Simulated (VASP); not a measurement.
# Nb (Fm-3m) in VASP: a series of runs, part 2 of 2

VASP 6.6.1. The steps go on from the part before.

**3. Single point, PBEsol (volume scaled by 0.45)**

Contents of INCAR:

```
SYSTEM = Nb
  PREC = Accurate
  ENCUT = 520
  EDIFF = 1E-6
  ISMEAR = -1
  SIGMA = 0.05
  LREAL = .False.
  LASPH = .True.
  NELM = 60
  ALGO = Normal
  ISIF = 2
  LWAVE = .False.
  LCHARG = .False.
  GGA = PS
  NBANDS = 12
```

Contents of KPOINTS:

```
Automatic mesh
0
Gamma
  16 16 16
  0 0 0
```

Contents of POSCAR:

```
Nb
1.0
    0.0000000000      1.5981847009      1.5981847009
    1.5981847009      0.0000000000      1.5981847009
    1.5981847009      1.5981847009      0.0000000000
Nb
1
Direct
    0.0000000000      0.0000000000      0.0000000000
```

Potentials or basis: VASP PAW PBE potentials, release 64 (Nb_sv).

Run with:

```sh
> cat potpaw_PBE.64/Nb_sv/POTCAR > POTCAR
> mpirun -np 1 vasp_std > vasp.out
```

OUTCAR:

```text
SYSTEM = Nb
   PREC = Accurate
   ENCUT = 520
   EDIFF = 1E-6
   ISMEAR = -1
   LREAL = .False.
   LASPH = .True.
   NELM = 60
   ISIF = 2
   GGA = PS

 ion  position               nearest neighbor table
   1  0.000  0.000  0.000-

  LATTYP: Found a face centered cubic cell.
 ALAT       =     3.1963694018

  Lattice vectors:

 A1 = (   0.0000000000,   1.5981847009,   1.5981847009)
 A2 = (   1.5981847009,   0.0000000000,   1.5981847009)
 A3 = (   1.5981847009,   1.5981847009,   0.0000000000)

Analysis of symmetry for initial positions (statically):
[... 531 lines left out ...]
      7      25.6649      2.00000
      8      26.2821      2.00000
      9      31.4490      0.00000
     10      32.5389      0.00000
     11      40.1190      0.00000
     12      46.2702      0.00000

 [... further k-points ...]
[... 5 lines left out ...]
  --------------------------------------------------------------------------------------
  -------------------------------------------------------------------------------------
  Total       28.6204681     28.6204681     28.6204681     -0.0000000      0.0000000      0.0000000
  in kB     5616.6377309   5616.6377309   5616.6377309     -0.0000000      0.0000000      0.0000000
  external PRESSURE =    5616.6377309 kB  Pullay stress =       0.0000000 kB

 VOLUME and BASIS-vectors are now :
 -----------------------------------------------------------------------------
  energy-cutoff  :      520.00
  volume of cell :        8.16
      direct lattice vectors                 reciprocal lattice vectors
     0.000000000  1.598184701  1.598184701    -0.312854953  0.312854953  0.312854953
     1.598184701  0.000000000  1.598184701     0.312854953 -0.312854953  0.312854953
     1.598184701  1.598184701  0.000000000     0.312854953  0.312854953 -0.312854953

 POSITION                                       TOTAL-FORCE (eV/Angst)
 -----------------------------------------------------------------------------------
      0.00000      0.00000      0.00000         0.000000      0.000000     -0.000000
 -----------------------------------------------------------------------------------
    total drift:                               -0.000000      0.000000      0.000000

  FREE ENERGIE OF THE ION-ELECTRON SYSTEM (eV)
  ---------------------------------------------------
  free  energy   TOTEN  =        -1.3289612586 eV

  energy  without entropy=       -1.3223331483  energy(sigma->0) =       -1.32564720
```

It took 13 s on 1 thread of Intel Xeon 6975P-C, shared host; peak memory 0.13 GiB.

Results:

```
Free energy : -1.3290 eV
Pressure    : 561.7 GPa
```

Caveat: the cell differs from its parent crystal (volume scaled by 0.45); the PAW data sets were made with another functional, which shifts forces and pressure a little.

**4. Single point, PBEsol**

Contents of INCAR:

```
PREC = Accurate
ENCUT = 520
EDIFF = 1E-6
ISMEAR = -1
SIGMA = 0.05
LREAL = False
LASPH = True
NELM = 100
ALGO = Normal
ISIF = 2
LWAVE = False
LCHARG = False
GGA = PS
NBANDS = 12
```

Contents of KPOINTS:

```
Automatic mesh
0
Gamma
  16 16 16
```

Contents of POSCAR:

```
Nb
1.0
    0.0000000000      1.7087440979      1.7087440979
    1.7087440979      0.0000000000      1.7087440979
    1.7087440979      1.7087440979      0.0000000000
Nb
1
Direct
    0.0000000000      0.0000000000      0.0000000000
```

Run with:

```sh
> cat potpaw_PBE.64/Nb_sv/POTCAR > POTCAR
> mpirun -np 1 vasp_std > vasp.out
```

It took 13 s on 1 thread of Intel Xeon 6975P-C, shared host; peak memory 0.13 GiB.

It converged, with:

| Quantity | Value |
| --- | --- |
| Free energy | -5.9384 eV |
| Pressure | 287.9 GPa |

Levels at points of the mesh, in eV from the Fermi level:
```csv
k point,band 4,band 5,band 6,band 7,band 8,band 9
"(0.00, 0.00, 0.00)",-27.94,-5.59,-1.16,-1.16,-1.16,4.72
"(0.50, 0.00, 0.00)",-28.77,-6.77,-1.73,-1.73,6.05,9.41
"(0.50, 0.50, 0.00)",-30.35,-9.11,-8.19,9.48,10.90,10.90
```

Caveat: the PAW data sets were made with another functional, which shifts forces and pressure a little.

**5. Single point, PBEsol**

Contents of INCAR:

```
SYSTEM = Nb
PREC     = Accurate       ! precision mode
ENCUT    = 520            ! plane-wave cutoff, eV
EDIFF    = 1E-6           ! SCF threshold, eV
ISMEAR   = -1             ! smearing method
SIGMA    = 0.05           ! smearing width, eV
LREAL    = .FALSE.        ! projectors in reciprocal space
LASPH    = .TRUE.         ! aspherical terms in the spheres
NELM     = 60             ! most SCF steps
ALGO     = Normal         ! electronic algorithm
ISIF     = 2              ! what is computed and relaxed
LWAVE    = .FALSE.        ! write WAVECAR
LCHARG   = .FALSE.        ! write CHGCAR
GGA      = PS             ! functional
NBANDS   = 12             ! bands
```

Contents of KPOINTS:

```
regular mesh
0
G
  16 16 16
  0 0 0
```

POSCAR is that of step 4.

Run with:

```sh
> cat potpaw_PBE.64/Nb_sv/POTCAR > POTCAR
> mpirun -np 1 vasp_std > vasp.out
```

It took 14 s on 1 thread of Intel Xeon 6975P-C, shared host; peak memory 0.13 GiB.

Results (log left out):

```
Free energy : -5.9384 eV
Pressure    : 287.9 GPa
```

Levels at points of the mesh, in eV from the Fermi level:
| k point | band 4 | band 5 | band 6 | band 7 | band 8 | band 9 |
| --- | --- | --- | --- | --- | --- | --- |
| (0.00, 0.00, 0.00) | -27.94 | -5.59 | -1.16 | -1.16 | -1.16 | 4.72 |
| (0.50, 0.00, 0.00) | -28.77 | -6.77 | -1.73 | -1.73 | 6.05 | 9.41 |
| (0.50, 0.50, 0.00) | -30.35 | -9.11 | -8.19 | 9.48 | 10.90 | 10.90 |

Caveat: the PAW data sets were made with another functional, which shifts forces and pressure a little.

**6. Single point, PBE+D4**

This run uses another cell than the first one, of 9.98 Å³/atom, 1.375 times its volume.

Contents of INCAR:

```
SYSTEM = Nb
PREC = Accurate
ENCUT = 520
EDIFF = 1E-6
ISMEAR = -1
SIGMA = 0.05
LREAL = .FALSE.
LASPH = .TRUE.
NELM = 80
ALGO = Normal
ISIF = 2
LWAVE = .FALSE.
LCHARG = .FALSE.
GGA = PE
IVDW = 13
NBANDS = 12
```

KPOINTS is that of step 5.

POSCAR is that of step 5.

Potentials or basis: VASP PAW PBE potentials, release 64 (Nb_sv).

Run with:

```sh
> cat potpaw_PBE.64/Nb_sv/POTCAR > POTCAR
> mpirun -np 1 vasp_std > vasp.out
```

Wall time 15 s (1 thread of Intel Xeon 6975P-C, shared host); peak memory 0.13 GiB.

The run converged. Its results:

- Free energy: -5.3160 eV
- Pressure: 294.8 GPa
- Dispersion energy per atom: -0.583 eV

Levels at points of the mesh, in eV from the Fermi level:
```
           k point  band 3  band 4  band 5  band 6  band 7  band 8  band 9  band 10
(0.00, 0.00, 0.00)  -28.02  -28.02   -5.54   -1.16   -1.16   -1.16    4.70     4.70
(0.50, 0.00, 0.00)  -28.85  -28.85   -6.75   -1.72   -1.72    6.06    9.36     9.36
(0.50, 0.50, 0.00)  -30.43  -30.43   -9.09   -8.17    9.43   10.84   10.84    11.13
```

Caveat: pairwise dispersion overbinds metals, which lowers pressure and volume.

**7. The runs side by side**

```tsv
level	cell	gap on the mesh (eV)	pressure (GPa)
PBEsol	a = 2.260 Å, angles 60.0°, 1 atom	none	561.7
PBEsol	a = 2.417 Å, angles 60.0°, 1 atom	none	287.9
PBE+D4	a = 2.417 Å, angles 60.0°, 1 atom	none	294.8
```

Alike in all rows: task single point; potentials or basis VASP PAW PBE potentials, release 64 (Nb_sv); no spin polarisation; k mesh 16 × 16 × 16; cutoff (eV) 520; smearing fermi-dirac 0.05 eV.

Caveats: the PAW data sets were made with another functional, which shifts forces and pressure a little (some runs); pairwise dispersion overbinds metals, which lowers pressure and volume (some runs).

Total energies depend on the potentials used, so only differences within one code and one set of settings carry meaning.
